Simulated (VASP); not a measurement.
# Ge (P6_3/mmc) in VASP: notebook

Ge is run at these levels: PBE; tasks: single point.

Program: VASP 6.6.1. These are calculated values, not measurements. Logs are shortened: lines on timing, memory, paths and dates and some standing lists are left out, and cuts for length are marked.

### 1 The cell of the first run

It takes space group P6_3/mmc (No. 194, hexagonal). The conventional cell has a = 3.976 Å, b = 3.976 Å, c = 6.556 Å, α = 90.00°, β = 90.00°, γ = 120.00°. Within 3.2 Å of Ge (site symmetry 3m) lie 4 Ge at 2.44 to 2.45 Å.

### 2 Single point, PBE (volume changed by -6%)

INCAR reads:

```
SYSTEM = Ge
ALGO = Normal
EDIFF = 1E-7
ENCUT = 520
GGA = PE
ISIF = 2
ISMEAR = -1
LASPH = .TRUE.
LCHARG = .FALSE.
LREAL = .FALSE.
LWAVE = .FALSE.
NBANDS = 36
NELM = 100
PREC = Accurate
SIGMA = 0.02
```

KPOINTS reads:

```
k-points
0
G
  6 6 4
  0 0 0
```

POSCAR reads:

```
Ge
1.0
    3.9755612603      0.0000000000      0.0000000000
   -1.9877806301      3.4429370457      0.0000000000
    0.0000000000      0.0000000000      6.5563580207
Ge
4
Direct
    0.3333333333      0.6666666667      0.0003197902
    0.6666666667      0.3333333333      0.5003197902
    0.3333333333      0.6666666667      0.3746802098
    0.6666666667      0.3333333333      0.8746802098
```

Potentials or basis: VASP PAW PBE potentials, release 64 (Ge_d).

Run with:

```
> cat potpaw_PBE.64/Ge_d/POTCAR > POTCAR
> mpirun -np 1 vasp_std > vasp.out
```

OUTCAR:

```text
SYSTEM = Ge
   EDIFF = 1E-7
   ENCUT = 520
   GGA = PE
   ISIF = 2
   ISMEAR = -1
   LASPH = .TRUE.
   LREAL = .FALSE.
   NELM = 100
   PREC = Accurate

 ion  position               nearest neighbor table
   1  0.333  0.667  0.000-   4 2.44   4 2.44   4 2.44   3 2.45
   2  0.667  0.333  0.500-   3 2.44   3 2.44   3 2.44   4 2.45
   3  0.333  0.667  0.375-   2 2.44   2 2.44   2 2.44   1 2.45
   4  0.667  0.333  0.875-   1 2.44   1 2.44   1 2.44   2 2.45

  LATTYP: Found a hexagonal cell.
 ALAT       =     3.9755612603
 C/A-ratio  =     1.6491653861

  Lattice vectors:

 A1 = (   3.9755612603,   0.0000000000,   0.0000000000)
 A2 = (  -1.9877806301,   3.4429370457,   0.0000000000)
 A3 = (   0.0000000000,   0.0000000000,   6.5563580207)

Analysis of symmetry for initial positions (statically):
=====================================================================
 Subroutine PRICEL returns:
 Original cell was already a primitive cell.

 Routine SETGRP: Setting up the symmetry group for a
 hexagonal supercell.

 Subroutine GETGRP returns: Found 24 space group operations
 (whereof  6 operations were pure point group operations)
 out of a pool of 24 trial point group operations.

The static configuration has the point symmetry C_3v.
 The point group associated with its full space group is D_6h.

Analysis of symmetry for dynamics (positions and initial velocities):
=====================================================================
 Subroutine PRICEL returns:
 Original cell was already a primitive cell.

 Routine SETGRP: Setting up the symmetry group for a
 hexagonal supercell.

 Subroutine GETGRP returns: Found 24 space group operations
 (whereof  6 operations were pure point group operations)
 out of a pool of 24 trial point group operations.

The dynamic configuration has the point symmetry C_3v.
 The point group associated with its full space group is D_6h.

 Subroutine INISYM returns: Found 24 space group operations
 (whereof  6 operations are pure point group operations),
 and found     1 'primitive' translations

----------------------------------------------------------------------------------------

                                     Primitive cell

  volume of cell :      89.7409

  direct lattice vectors                    reciprocal lattice vectors
     3.975561260  0.000000000  0.000000000     0.251536811  0.145224845  0.000000000
    -1.987780630  3.442937046  0.000000000     0.000000000  0.290449691  0.000000000
     0.000000000  0.000000000  6.556358021     0.000000000  0.000000000  0.152523702

  length of vectors
     3.975561260  3.975561260  6.556358021     0.290449691  0.290449691  0.152523702

  position of ions in fractional coordinates (direct lattice)
     0.333333333  0.666666667  0.000319790
     0.666666667  0.333333333  0.500319790
     0.333333333  0.666666667  0.374680210
     0.666666667  0.333333333  0.874680210

  ion indices of the primitive-cell ions
   primitive index   ion index
                 1           1
                 2           2
                 3           3
                 4           4

----------------------------------------------------------------------------------------

 KPOINTS: k-points

Automatic generation of k-mesh.
 Grid dimensions read from file:
 generate k-points for:    6    6    4

 Generating k-lattice:

  Cartesian coordinates                     Fractional coordinates (reciprocal lattice)
     0.041922802  0.024204141  0.000000000     0.166666667 -0.000000000  0.000000000
     0.000000000  0.048408282  0.000000000     0.000000000  0.166666667  0.000000000
     0.000000000  0.000000000  0.038130926     0.000000000  0.000000000  0.250000000

  Length of vectors
     0.048408282  0.048408282  0.038130926

  Shift w.r.t. Gamma in fractional coordinates (k-lattice)
     0.000000000  0.000000000  0.000000000

 Subroutine IBZKPT returns following result:
 ===========================================

 Found     21 irreducible k-points:

 Following reciprocal coordinates:
            Coordinates               Weight
  0.000000  0.000000  0.000000      1.000000
  0.166667  0.000000  0.000000      6.000000
  0.333333  0.000000  0.000000      6.000000
  0.500000  0.000000  0.000000      3.000000
  0.166667  0.166667  0.000000      6.000000
  0.333333  0.166667  0.000000     12.000000
[... 13 lines left out ...]
  0.333333  0.166667  0.500000     12.000000
  0.333333  0.333333  0.500000      2.000000
   k-points           NKPTS =     21   k-points in BZ     NKDIM =     21   number of bands    NBANDS=     36
   number of dos      NEDOS =    301   number of ions     NIONS =      4
   total plane-waves  NPLWV =  45000
   dimension x,y,z NGX =    30 NGY =   30 NGZ =   50
   dimension x,y,z NGXF=    60 NGYF=   60 NGZF=  100
   ions per type =               4
   NGX,Y,Z   is equivalent  to a cutoff of  12.55, 12.55, 12.68 a.u.
   NGXF,Y,Z  is equivalent  to a cutoff of  25.09, 25.09, 25.36 a.u.
 SYSTEM =  Ge
   PREC   = accura    normal or accurate (medium, high low for compatibility)
   ISTART =      0    job   : 0-new  1-cont  2-samecut
   ICHARG =      2    charge: 1-file 2-atom 10-const
   ISPIN  =      1    spin polarized calculation?
   LNONCOLLINEAR =      F non collinear calculations
   LSORBIT =      F    spin-orbit coupling
   LASPH  =      T    aspherical Exc in radial PAW
   ENCUT  =  520.0 eV  38.22 Ry    6.18 a.u.   7.39  7.39 12.19*2*pi/ulx,y,z
   NELM   =    100;   NELMIN=  2; NELMDL= -5     # of ELM steps
   EDIFF  = 0.1E-06   stopping-criterion for ELM
   LREAL  =      F    real-space projection
   EDIFFG = 0.1E-05   stopping-criterion for IOM
   NSW    =      0    number of steps for IOM
   IBRION =     -1    ionic relax: 0-MD 1-quasi-New 2-CG
   NFREE  =      0    steps in history (QN), initial steepest desc. (CG)
   ISIF   =      2    stress and relaxation
   ISYM   =      2    0-nonsym 1-usesym 2-fastsym
   POTIM  = 0.5000    time-step for ionic-motion
   TEBEG  =    0.0;   TEEND  =   0.0 temperature during run
   PSTRESS=    0.0 pullay stress
   NELECT =      56.0000    total number of electrons
   NUPDOWN=      -1.0000    fix difference up-down
   EMIN   =  10.00;   EMAX   =-10.00  energy-range for DOS
   EFERMI =   0.00;   METHOD = LEGACY
   ISMEAR =    -1;   SIGMA  =   0.02  broadening in eV -4-tet -1-fermi 0-gaus
   EFERMI_NEDOS =   21; number of points for ismear=-14 and -15
   IALGO  =     38    algorithm
   IMIX   =      4    mixing-type and parameters
     AMIX     =   0.40;   BMIX     =  1.00
     AMIX_MAG =   1.60;   BMIX_MAG =  1.00
  volume/ion in A,a.u.               =      22.44       151.40
  Fermi-wavevector in a.u.,A,eV,Ry     =   1.398967  2.643664 26.628077  1.957108
  Thomas-Fermi vector in A             =   2.522073
   LORBIT       =      0    0 simple, 1 ext, 2 COOP (PROOUT), +10 PAW based schemes
   GGA     = PE    functional components
   LHFCALC =     F    Hartree Fock is set to
   AEXX    =    0.0000 exact exchange contribution
   IVDW    =     0    specifies the selected vdW correction
   LEPSILON=     F    determine dielectric tensor
   LRPA    =     F    only Hartree local field effects (RPA)
 non-spin polarized calculation
  energy-cutoff  :      520.00
  volume of cell :       89.74
 maximum number of plane-waves:      2472
 NGX is ok and might be reduce to    30
   NGX = 15   NGY = 15   NGZ = 25

 number of electron      56.0000048 magnetization

 Free energy of the ion-electron system (eV)
  ---------------------------------------------------
  ext. energy  EPLUGINS =         0.00000000
  ---------------------------------------------------
  free energy    TOTEN  =       -17.89111935 eV

  energy without entropy =      -17.89052690  energy(sigma->0) =      -17.89082312

 E-fermi :   5.2489     XC(G=0):  -9.9605

 val. band max:        5.0950940226   @ k =   0.0000   0.0000   0.0000
 cond. band min:       5.2579176613   @ k =   0.0000   0.0000   0.0000
 fundamental gap:      0.1628236387
 Fermi energy:         5.2488895916

 k-point     1 :       0.0000    0.0000    0.0000
  band No.  band energies     occupation
      1     -19.7833      2.00000
      2     -19.7833      2.00000
      3     -19.7454      2.00000
      4     -19.7432      2.00000
      5     -19.7432      2.00000
      6     -19.7315      2.00000
[... 28 lines left out ...]
     35       9.7255      0.00000
     36      11.3194      0.00000

 k-point     2 :       0.1667    0.0000    0.0000
  band No.  band energies     occupation
      1     -19.7971      2.00000
      2     -19.7881      2.00000
      3     -19.7593      2.00000
      4     -19.7517      2.00000
      5     -19.7424      2.00000
      6     -19.7155      2.00000
[... 28 lines left out ...]
     35      10.8648      0.00000
     36      10.9295      0.00000

 k-point     3 :       0.3333    0.0000    0.0000
  band No.  band energies     occupation
      1     -19.8044      2.00000
      2     -19.7924      2.00000
      3     -19.7779      2.00000
      4     -19.7620      2.00000
      5     -19.7314      2.00000
      6     -19.7029      2.00000
[... 28 lines left out ...]
     35      12.0848      0.00000
     36      12.2265      0.00000
[... 625 lines left out ...]
 k-point    20 :       0.3333    0.1667    0.5000
  band No.  band energies     occupation
      1     -19.7913      2.00000
      2     -19.7913      2.00000
      3     -19.7767      2.00000
      4     -19.7767      2.00000
      5     -19.7144      2.00000
      6     -19.7144      2.00000
[... 28 lines left out ...]
     35      12.0587      0.00000
     36      12.0587      0.00000

 k-point    21 :       0.3333    0.3333    0.5000
  band No.  band energies     occupation
      1     -19.7996      2.00000
      2     -19.7996      2.00000
      3     -19.7769      2.00000
      4     -19.7769      2.00000
      5     -19.7084      2.00000
      6     -19.7084      2.00000
[... 28 lines left out ...]
     35      11.8653      0.00000
     36      11.8653      0.00000

------------------------ aborting loop because EDIFF is reached ----------------------------------------

  FORCE on cell =-STRESS in cart. coord.  units (eV):
  Direction    XX          YY          ZZ          XY          YZ          ZX
  --------------------------------------------------------------------------------------
  -------------------------------------------------------------------------------------
  Total        2.4466798      2.4466798      2.1290546      0.0000000      0.0000000      0.0000000
  in kB       43.6814982     43.6814982     38.0108149      0.0000000      0.0000000      0.0000000
  external PRESSURE =      41.7912704 kB  Pullay stress =       0.0000000 kB

 VOLUME and BASIS-vectors are now :
 -----------------------------------------------------------------------------
  energy-cutoff  :      520.00
  volume of cell :       89.74
      direct lattice vectors                 reciprocal lattice vectors
     3.975561260  0.000000000  0.000000000     0.251536811  0.145224845  0.000000000
    -1.987780630  3.442937046  0.000000000     0.000000000  0.290449691  0.000000000
     0.000000000  0.000000000  6.556358021     0.000000000  0.000000000  0.152523702

 POSITION                                       TOTAL-FORCE (eV/Angst)
 -----------------------------------------------------------------------------------
     -0.00000      2.29529      0.00210        -0.000000     -0.000000      0.012152
      1.98778      1.14765      3.28028         0.000000      0.000000      0.012152
     -0.00000      2.29529      2.45654        -0.000000      0.000000     -0.012152
      1.98778      1.14765      5.73472        -0.000000      0.000000     -0.012152
 -----------------------------------------------------------------------------------
    total drift:                               -0.000000      0.000000      0.000320

  FREE ENERGIE OF THE ION-ELECTRON SYSTEM (eV)
  ---------------------------------------------------
  free  energy   TOTEN  =       -17.8911193481 eV

  energy  without entropy=      -17.8905268956  energy(sigma->0) =      -17.89082312
```

Run time: 31 s. Hardware: 1 thread of Intel Xeon 6975P-C (Granite Rapids), shared host; peak memory 0.21 GiB.

What came out:

| Item | Value |
| --- | --- |
| Free energy | -17.8911 eV |
| Pressure | 4.2 GPa |
| Largest force | 0.012 eV/Å |
| Band gap on the k mesh | zero (filled and empty bands touch) |

Forces on the atoms (eV/Å):
```
Ge   0.000  0.000  0.012
Ge   0.000  0.000  0.012
Ge   0.000  0.000 -0.012
Ge   0.000  0.000 -0.012
```

Caveat: the cell differs from its parent crystal (volume changed by -6%).

### 3 Single point, PBE (volume changed by -3%)

INCAR reads:

```
  PREC = Accurate
  ENCUT = 520
  EDIFF = 1E-6
  ISMEAR = -1
  SIGMA = 0.02
  LREAL = F
  LASPH = T
  NELM = 80
  ALGO = Normal
  ISIF = 2
  LWAVE = F
  LCHARG = F
  GGA = PE
  NBANDS = 36
```

KPOINTS reads:

```
Automatic mesh
0
Gamma
  6 6 4
```

POSCAR reads:

```
Ge
1.0
    4.0174123490      0.0000000000      0.0000000000
   -2.0087061745      3.4791811518      0.0000000000
    0.0000000000      0.0000000000      6.6253773877
Ge
4
Direct
    0.3333333333      0.6666666667      0.0003197902
    0.6666666667      0.3333333333      0.5003197902
    0.3333333333      0.6666666667      0.3746802098
    0.6666666667      0.3333333333      0.8746802098
```

Potentials or basis: VASP PAW PBE potentials, release 64 (Ge_d).

Run with:

```
> cat potpaw_PBE.64/Ge_d/POTCAR > POTCAR
> mpirun -np 1 vasp_std > vasp.out
```

It took 33 s on 1 thread of Intel Xeon 6975P-C (Granite Rapids), shared host; peak memory 0.21 GiB.

The run converged. Its results:

```
Free energy            : -17.9475 eV
Pressure               : 2.0 GPa
Largest force          : 0.019 eV/Å
Band gap on the k mesh : 0.20 eV, indirect (least direct gap 0.24 eV)
```

Forces on the atoms (eV/Å):
```
Ge   0.000  0.000  0.019
Ge   0.000  0.000  0.019
Ge   0.000  0.000 -0.019
Ge   0.000  0.000 -0.019
```

Stress tensor (GPa, compression positive):
```
2.13 0.00 0.00
0.00 2.13 0.00
0.00 0.00 1.72
```

Levels at points of the mesh, in eV from the valence-band top:
| k point | band 25 | band 26 | band 27 | band 28 | band 29 | band 30 | band 31 | band 32 |
| --- | --- | --- | --- | --- | --- | --- | --- | --- |
| (0.00, 0.00, 0.00) | -1.34 | -0.02 | 0.00 | 0.00 | 0.24 | 0.24 | 2.39 | 2.39 |
| (0.50, 0.00, 0.00) | -4.38 | -2.89 | -2.63 | -1.30 | 0.68 | 1.74 | 3.71 | 3.83 |
| (0.00, 0.00, 0.50) | -0.72 | -0.72 | -0.72 | -0.72 | 0.76 | 0.76 | 3.48 | 3.48 |
| (0.50, 0.00, 0.50) | -2.38 | -2.38 | -2.25 | -2.25 | 0.66 | 0.66 | 2.26 | 2.26 |

Caveat: the cell differs from its parent crystal (volume changed by -3%).

### 4 Single point, PBE

This run uses another cell than the first one, of 23.87 Å³/atom, 1.064 times its volume.

INCAR reads:

```
SYSTEM = Ge
PREC = Accurate
ENCUT = 520
EDIFF = 1E-7
ISMEAR = -1
SIGMA = 0.02
LREAL = .False.
LASPH = .True.
NELM = 100
ALGO = Normal
ISIF = 2
LWAVE = .False.
LCHARG = .True.
GGA = PE
LELF = .True.
LVHAR = .True.
NBANDS = 36
```

KPOINTS reads:

```
regular mesh
0
Gamma
  6 6 4
  0 0 0
```

POSCAR reads:

```
Ge
1.0
    4.0584091841      0.0000000000      0.0000000000
   -2.0292045920      3.5146854524      0.0000000000
    0.0000000000      0.0000000000      6.6929879491
Ge
4
Direct
    0.3333333333      0.6666666667      0.0003197902
    0.6666666667      0.3333333333      0.5003197902
    0.3333333333      0.6666666667      0.3746802098
    0.6666666667      0.3333333333      0.8746802098
```

Run with:

```
> cat potpaw_PBE.64/Ge_d/POTCAR > POTCAR
> mpirun -np 1 vasp_std > vasp.out
```

Run time: 35 s. Hardware: 1 thread of Intel Xeon 6975P-C (Granite Rapids), shared host; peak memory 0.21 GiB.

Results (log left out):

* Free energy: -17.9664 eV
* Pressure: 0.1 GPa
* Largest force: 0.006 eV/Å
* Band gap on the k mesh: 0.14 eV, indirect (least direct gap 0.23 eV)

Forces in eV/Å, atoms in the order of the input:
```
Ge   0.000  0.000  0.006
Ge   0.000  0.000  0.006
Ge   0.000  0.000 -0.006
Ge   0.000  0.000 -0.006
```

Stress tensor (GPa, compression positive):
```
 0.20  0.00  0.00
 0.00  0.20  0.00
 0.00  0.00 -0.21
```

Levels at points of the mesh, in eV from the valence-band top:
```tsv
k point	band 25	band 26	band 27	band 28	band 29	band 30	band 31	band 32
(0.00, 0.00, 0.00)	-1.27	-0.26	-0.06	0.00	0.25	0.25	2.40	2.40
(0.50, 0.00, 0.00)	-4.21	-2.77	-2.50	-1.23	0.72	1.66	3.72	3.83
(0.00, 0.00, 0.50)	-0.67	-0.67	-0.67	-0.67	0.69	0.69	3.47	3.47
(0.50, 0.00, 0.50)	-2.29	-2.29	-2.15	-2.15	0.65	0.65	2.30	2.30
```

### 5 The runs side by side

| cell | gap on the mesh (eV) | pressure (GPa) | largest force (eV/Å) |
| --- | --- | --- | --- |
| a = 3.976, b = 3.976, c = 6.556 Å, angles 90.0, 90.0, 120.0°, 4 atoms | none | 4.2 | 0.01 |
| a = 4.017, b = 4.017, c = 6.625 Å, angles 90.0, 90.0, 120.0°, 4 atoms | 0.20 | 2.0 | 0.02 |
| a = 4.058, b = 4.058, c = 6.693 Å, angles 90.0, 90.0, 120.0°, 4 atoms | 0.14 | 0.1 | 0.01 |

Alike in all rows: task single point; level PBE; potentials or basis VASP PAW PBE potentials, release 64 (Ge_d); no spin polarisation; k mesh 6 × 6 × 4; cutoff (eV) 520; smearing fermi-dirac 0.02 eV.

Absolute energies hang on the potentials; compare differences alone.
